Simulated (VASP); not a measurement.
# Mg5O4 in VASP: relaxation of the atoms with r2SCAN

Aim: the relaxation of the atoms of Mg5O4 with r2SCAN.

All numbers are computed with VASP 6.6.1; they aren't measurements. Logs are shortened: lines on timing, memory, paths and dates and some standing lists are left out, and cuts for length are marked.

### 1 The cell of the first run

The cell holds a slab with vacuum, 9 atoms: a = 2.973 Å, b = 2.973 Å, c = 24.709 Å, α = 90.00°, β = 90.00°, γ = 120.00°.

### 2 Relaxation of the atoms, r2SCAN

POSCAR reads:

```
Mg5O4
1.0
    2.9728306127      0.0000000000      0.0000000000
   -1.4864153063      2.5745468317      0.0000000000
    0.0000000000      0.0000000000     24.7092241237
Mg O
5 4
Direct
    0.6666666667      0.3333333333      0.3035303724
    0.3333333333      0.6666666667      0.4017651862
    0.0000000000      0.0000000000      0.5000000000
    0.6666666667      0.3333333333      0.5982348138
    0.3333333333      0.6666666667      0.6964696276
    0.0000000000      0.0000000000      0.3526477793
    0.6666666667      0.3333333333      0.4508825931
    0.3333333333      0.6666666667      0.5491174069
    0.0000000000      0.0000000000      0.6473522207
```

INCAR.step1 reads:

```
SYSTEM = Mg5O4
PREC     = Accurate       ! precision mode
ENCUT    = 520            ! plane-wave cutoff, eV
ISMEAR   = 0              ! smearing method
SIGMA    = 0.05           ! smearing width, eV
LREAL    = .FALSE.        ! projectors in reciprocal space
LASPH    = .TRUE.         ! aspherical terms in the spheres
NELM     = 60             ! most SCF steps
LDIPOL   = .TRUE.       
IDIPOL   = 3            
DIPOL    = 0.5 0.5 0.500
GGA      = PE             ! functional
ALGO     = Normal         ! electronic algorithm
EDIFF    = 1E-4           ! SCF threshold, eV
LWAVE    = .TRUE.         ! write WAVECAR
LCHARG   = .FALSE.        ! write CHGCAR
```

INCAR.step2 reads:

```
SYSTEM = Mg5O4
PREC     = Accurate       ! precision mode
ENCUT    = 520            ! plane-wave cutoff, eV
EDIFF    = 1E-6           ! SCF threshold, eV
ISMEAR   = 0              ! smearing method
SIGMA    = 0.05           ! smearing width, eV
LREAL    = .FALSE.        ! projectors in reciprocal space
LASPH    = .TRUE.         ! aspherical terms in the spheres
NELM     = 60             ! most SCF steps
ALGO     = Normal         ! electronic algorithm
ISIF     = 2              ! what is computed and relaxed
LWAVE    = .FALSE.        ! write WAVECAR
LCHARG   = .FALSE.        ! write CHGCAR
LDIPOL   = .TRUE.       
IDIPOL   = 3            
DIPOL    = 0.5 0.5 0.500
METAGGA  = R2SCAN         ! meta-GGA
LMIXTAU  = .TRUE.       
IBRION   = 2              ! ionic algorithm
NSW      = 80             ! ionic steps
EDIFFG   = -0.02          ! ionic threshold
ISTART   = 1
```

KPOINTS reads:

```
Automatic mesh
0
G
  9 9 1
  0 0 0
```

Potentials or basis: VASP PAW PBE potentials, release 64 (Mg, O).

On the command line:

```console
> cat potpaw_PBE.64/Mg/POTCAR potpaw_PBE.64/O/POTCAR > POTCAR
> cp INCAR.step1 INCAR
> mpirun -np 1 vasp_std > vasp.out
> cp INCAR.step2 INCAR
> mpirun -np 1 vasp_std > vasp.out
```

OUTCAR:

```text
SYSTEM = Mg5O4
   PREC = Accurate
   ENCUT = 520
   EDIFF = 1E-6
   ISMEAR = 0
   LREAL = .FALSE.
   LASPH = .TRUE.
   NELM = 60
   ISIF = 2
   METAGGA = R2SCAN
   IBRION = 2
   NSW = 80
   EDIFFG = -0.02
   ISTART = 1

 ion  position               nearest neighbor table
   1  0.667  0.333  0.304-   6 2.10   6 2.10   6 2.10   2 2.97   2 2.97   2 2.97
   2  0.333  0.667  0.402-   7 2.10   6 2.10   7 2.10   6 2.10   6 2.10   7 2.10   1 2.97   3 2.97
                             1 2.97   3 2.97   3 2.97   1 2.97
   3  0.000  0.000  0.500-   7 2.10   8 2.10   8 2.10   7 2.10   7 2.10   8 2.10   2 2.97   4 2.97
                             2 2.97   4 2.97   2 2.97   4 2.97
   4  0.667  0.333  0.598-   8 2.10   9 2.10   8 2.10   9 2.10   9 2.10   8 2.10   5 2.97   3 2.97
                             5 2.97   3 2.97   3 2.97   5 2.97
   5  0.333  0.667  0.696-   9 2.10   9 2.10   9 2.10   4 2.97   4 2.97   4 2.97
   6  0.000  0.000  0.353-   1 2.10   2 2.10   2 2.10   1 2.10   1 2.10   2 2.10
   7  0.667  0.333  0.451-   2 2.10   3 2.10   2 2.10   3 2.10   3 2.10   2 2.10
   8  0.333  0.667  0.549-   4 2.10   3 2.10   4 2.10   3 2.10   3 2.10   4 2.10
   9  0.000  0.000  0.647-   4 2.10   5 2.10   5 2.10   4 2.10   4 2.10   5 2.10

  LATTYP: Found a hexagonal cell.
 ALAT       =     2.9728306127
 C/A-ratio  =     8.3116824814

  Lattice vectors:

 A1 = (   2.9728306127,   0.0000000000,   0.0000000000)
 A2 = (  -1.4864153063,   2.5745468317,   0.0000000000)
 A3 = (   0.0000000000,   0.0000000000,  24.7092241237)

Analysis of symmetry for initial positions (statically):
=====================================================================
 Subroutine PRICEL returns:
 Original cell was already a primitive cell.

 Routine SETGRP: Setting up the symmetry group for a
 hexagonal supercell.

 Subroutine GETGRP returns: Found 12 space group operations
 (whereof 12 operations were pure point group operations)
 out of a pool of 24 trial point group operations.

The static configuration has the point symmetry D_3d.

Analysis of symmetry for dynamics (positions and initial velocities):
=====================================================================
 Subroutine PRICEL returns:
 Original cell was already a primitive cell.

 Routine SETGRP: Setting up the symmetry group for a
 hexagonal supercell.

 Subroutine GETGRP returns: Found 12 space group operations
 (whereof 12 operations were pure point group operations)
 out of a pool of 24 trial point group operations.

The dynamic configuration has the point symmetry D_3d.

 Subroutine INISYM returns: Found 12 space group operations
 (whereof 12 operations are pure point group operations),
 and found     1 'primitive' translations

----------------------------------------------------------------------------------------

                                     Primitive cell

  volume of cell :     189.1168

  direct lattice vectors                    reciprocal lattice vectors
     2.972830613  0.000000000  0.000000000     0.336379744  0.194208936  0.000000000
    -1.486415306  2.574546832  0.000000000     0.000000000  0.388417871  0.000000000
     0.000000000  0.000000000 24.709224124     0.000000000  0.000000000  0.040470716

  length of vectors
     2.972830613  2.972830613 24.709224124     0.388417871  0.388417871  0.040470716

  position of ions in fractional coordinates (direct lattice)
     0.666666667  0.333333333  0.303530372
     0.333333333  0.666666667  0.401765186
     0.000000000  0.000000000  0.500000000
     0.666666667  0.333333333  0.598234814
     0.333333333  0.666666667  0.696469628
     0.000000000  0.000000000  0.352647779
     0.666666667  0.333333333  0.450882593
     0.333333333  0.666666667  0.549117407
     0.000000000  0.000000000  0.647352221

  ion indices of the primitive-cell ions
   primitive index   ion index
                 1           1
                 2           2
                 3           3
                 4           4
                 5           5
                 6           6
                 7           7
                 8           8
                 9           9

----------------------------------------------------------------------------------------

[... 38 lines left out ...]
   k-points           NKPTS =     12   k-points in BZ     NKDIM =     12   number of bands    NBANDS=     22
   number of dos      NEDOS =    301   number of ions     NIONS =      9
   total plane-waves  NPLWV = 110592
   dimension x,y,z NGX =    24 NGY =   24 NGZ =  192
   dimension x,y,z NGXF=    48 NGYF=   48 NGZF=  384
   ions per type =               5   4
   NGX,Y,Z   is equivalent  to a cutoff of  13.42, 13.42, 12.92 a.u.
   NGXF,Y,Z  is equivalent  to a cutoff of  26.84, 26.84, 25.84 a.u.
 SYSTEM =  Mg5O4
   PREC   = accura    normal or accurate (medium, high low for compatibility)
   ISTART =      1    job   : 0-new  1-cont  2-samecut
   ICHARG =      0    charge: 1-file 2-atom 10-const
   ISPIN  =      1    spin polarized calculation?
   LNONCOLLINEAR =      F non collinear calculations
   LSORBIT =      F    spin-orbit coupling
   LASPH  =      T    aspherical Exc in radial PAW
   ENCUT  =  520.0 eV  38.22 Ry    6.18 a.u.   5.53  5.53 45.94*2*pi/ulx,y,z
   NELM   =     60;   NELMIN=  2; NELMDL=  0     # of ELM steps
   EDIFF  = 0.1E-05   stopping-criterion for ELM
   LREAL  =      F    real-space projection
   EDIFFG = -.2E-01   stopping-criterion for IOM
   NSW    =     80    number of steps for IOM
   IBRION =      2    ionic relax: 0-MD 1-quasi-New 2-CG
   NFREE  =      1    steps in history (QN), initial steepest desc. (CG)
   ISIF   =      2    stress and relaxation
   ISYM   =      2    0-nonsym 1-usesym 2-fastsym
   POTIM  = 0.5000    time-step for ionic-motion
   TEBEG  =    0.0;   TEEND  =   0.0 temperature during run
   PSTRESS=    0.0 pullay stress
   NELECT =      34.0000    total number of electrons
   NUPDOWN=      -1.0000    fix difference up-down
   EMIN   =  10.00;   EMAX   =-10.00  energy-range for DOS
   EFERMI =   0.00;   METHOD = LEGACY
   ISMEAR =     0;   SIGMA  =   0.05  broadening in eV -4-tet -1-fermi 0-gaus
   EFERMI_NEDOS =   21; number of points for ismear=-14 and -15
   IALGO  =     38    algorithm
   IMIX   =      4    mixing-type and parameters
     AMIX     =   0.40;   BMIX     =  1.00
     AMIX_MAG =   1.60;   BMIX_MAG =  1.00
  volume/ion in A,a.u.               =      21.01       141.80
  Fermi-wavevector in a.u.,A,eV,Ry     =   0.923970  1.746050 11.615569  0.853720
  Thomas-Fermi vector in A             =   2.049665
   LORBIT       =      0    0 simple, 1 ext, 2 COOP (PROOUT), +10 PAW based schemes
   METAGGA = R2SCAN    functional components
   LHFCALC =     F    Hartree Fock is set to
   AEXX    =    0.0000 exact exchange contribution
   IVDW    =     0    specifies the selected vdW correction
   LEPSILON=     F    determine dielectric tensor
   LRPA    =     F    only Hartree local field effects (RPA)
 conjugate gradient relaxation of ions
 non-spin polarized calculation
 Gauss-broadening in eV      SIGMA  =   0.05
  energy-cutoff  :      520.00
  volume of cell :      189.12
 maximum number of plane-waves:      5167
 NGX is ok and might be reduce to    24
   NGX = 11   NGY = 11   NGZ = 91

--------------------------------------- Ionic step        1  -------------------------------------------

 number of electron      34.0000004 magnetization

 Free energy of the ion-electron system (eV)
  ---------------------------------------------------
  ext. energy  EPLUGINS =         0.00000000
  ---------------------------------------------------
  free energy    TOTEN  =       -66.74800396 eV

  energy without entropy =      -66.74391954  energy(sigma->0) =      -66.74596175

------------------------ aborting loop because EDIFF is reached ----------------------------------------

  FORCE on cell =-STRESS in cart. coord.  units (eV):
  Direction    XX          YY          ZZ          XY          YZ          ZX
  --------------------------------------------------------------------------------------
  -------------------------------------------------------------------------------------
  Total        0.5942116      0.5942116      1.1591028      0.0000000      0.0000000      0.0000000
  in kB        5.0340981      5.0340981      9.8197961      0.0000000      0.0000000      0.0000000
  external PRESSURE =       6.6293307 kB  Pullay stress =       0.0000000 kB
[... 110 lines left out ...]
  FREE ENERGIE OF THE ION-ELECTRON SYSTEM (eV)
  ---------------------------------------------------
  free  energy   TOTEN  =       -66.7743005039 eV

  energy  without entropy=      -66.7702162975  energy(sigma->0) =      -66.77225840

 dipolmoment           0.000000      0.000000     -0.000000 electrons x Angstroem

--------------------------------------- Ionic step        4  -------------------------------------------

 number of electron      34.0000006 magnetization

------------------------ aborting loop because EDIFF is reached ----------------------------------------
[... 40 lines left out ...]
 number of electron      34.0000006 magnetization

------------------------ aborting loop because EDIFF is reached ----------------------------------------

 vacuum level on the upper side and lower side of the slab       (xc-potential included)         0.011         0.011

  FORCE on cell =-STRESS in cart. coord.  units (eV):
  Direction    XX          YY          ZZ          XY          YZ          ZX
  --------------------------------------------------------------------------------------
  -------------------------------------------------------------------------------------
  Total        0.3468913      0.3468913      0.2029108      0.0000000      0.0000000      0.0000000
  in kB        2.9388263      2.9388263      1.7190384      0.0000000      0.0000000      0.0000000
  external PRESSURE =       2.5322304 kB  Pullay stress =       0.0000000 kB
[... 30 lines left out ...]
--------------------------------------- Ionic step        6  -------------------------------------------

 number of electron      34.0000003 magnetization

 dipolmoment           0.000000      0.000000      0.000000 electrons x Angstroem

 Free energy of the ion-electron system (eV)
  ---------------------------------------------------
  ext. energy  EPLUGINS =         0.00000000
  ---------------------------------------------------
  free energy    TOTEN  =       -66.77605229 eV

  energy without entropy =      -66.77196795  energy(sigma->0) =      -66.77401012

 E-fermi :   1.1023     XC(G=0):  -6.2356

 val. band max:        1.0962943729   @ k =   0.2222   0.2222   0.0000
 cond. band min:       1.2813569631   @ k =   0.3333   0.1111   0.0000
 fundamental gap:      0.1850625902
 Fermi energy:         1.1023086307

 k-point     1 :       0.0000    0.0000    0.0000
  band No.  band energies     occupation
      1     -21.3061      2.00000
      2     -21.0356      2.00000
      3     -20.6375      2.00000
      4     -20.2652      2.00000
      5      -7.5908      2.00000
      6      -6.9183      2.00000
[... 289 lines left out ...]
     21       6.0701      0.00000
     22       6.0701      0.00000

------------------------ aborting loop because EDIFF is reached ----------------------------------------

 vacuum level on the upper side and lower side of the slab       (xc-potential included)        -0.030        -0.030

  FORCE on cell =-STRESS in cart. coord.  units (eV):
  Direction    XX          YY          ZZ          XY          YZ          ZX
  --------------------------------------------------------------------------------------
  -------------------------------------------------------------------------------------
  Total        0.3356800      0.3356800      0.1446669      0.0000000      0.0000000      0.0000000
  in kB        2.8438457      2.8438457      1.2256030      0.0000000      0.0000000      0.0000000
  external PRESSURE =       2.3044315 kB  Pullay stress =       0.0000000 kB
[... 24 lines left out ...]
  FREE ENERGIE OF THE ION-ELECTRON SYSTEM (eV)
  ---------------------------------------------------
  free  energy   TOTEN  =       -66.7760522855 eV

  energy  without entropy=      -66.7719679473  energy(sigma->0) =      -66.77401012

 reached required accuracy - stopping structural energy minimisation

 vacuum level on the upper side and lower side of the slab         5.544         5.544
```

It took 55 min on 1 thread of Oxide Virtual Turin-like, shared host; peak memory 0.35 GiB.

Results:

| Property | Result |
| --- | --- |
| Free energy | -66.7761 eV |
| Energy gained by relaxing | 3.1 meV/atom |
| Ionic steps | 6 |
| Largest force after relaxing | 0.010 eV/Å |
| Band gap on the k mesh | zero (bands 17 and 18 overlap by 4.98 eV) |

Forces on the atoms (eV/Å):
```
Mg   0.000  0.000 -0.010
Mg   0.000  0.000 -0.007
Mg   0.000  0.000  0.000
Mg   0.000  0.000  0.007
Mg   0.000  0.000  0.010
O    0.000  0.000 -0.009
O    0.000  0.000 -0.009
O    0.000  0.000  0.009
O    0.000  0.000  0.009
```

The path:
```
step  energy change (eV)  largest force (eV/Å)  pressure (GPa)
   1              0.0000                0.5583            0.66
   2             -0.0262                0.1368            0.29
   3             -0.0263                0.1338            0.31
   4             -0.0278                0.0616            0.25
   5             -0.0278                0.0621            0.25
   6             -0.0280                0.0101            0.23
```

Final structure:
```
Mg O
1.0
     2.97283    0.00000    0.00000
    -1.48642    2.57455    0.00000
     0.00000    0.00000   24.70922
Mg O
5 4
Direct
  0.66667 0.33333 0.30226
  0.33333 0.66667 0.40218
  0.00000 0.00000 0.50000
  0.66667 0.33333 0.59782
  0.33333 0.66667 0.69774
  0.00000 0.00000 0.35343
  0.66667 0.33333 0.45111
  0.33333 0.66667 0.54889
  0.00000 0.00000 0.64657
```

Caveat: the PAW data sets were made with another functional, which shifts forces and pressure a little.

The gap in the log of VASP goes by the Fermi energy; the results here count the filled bands.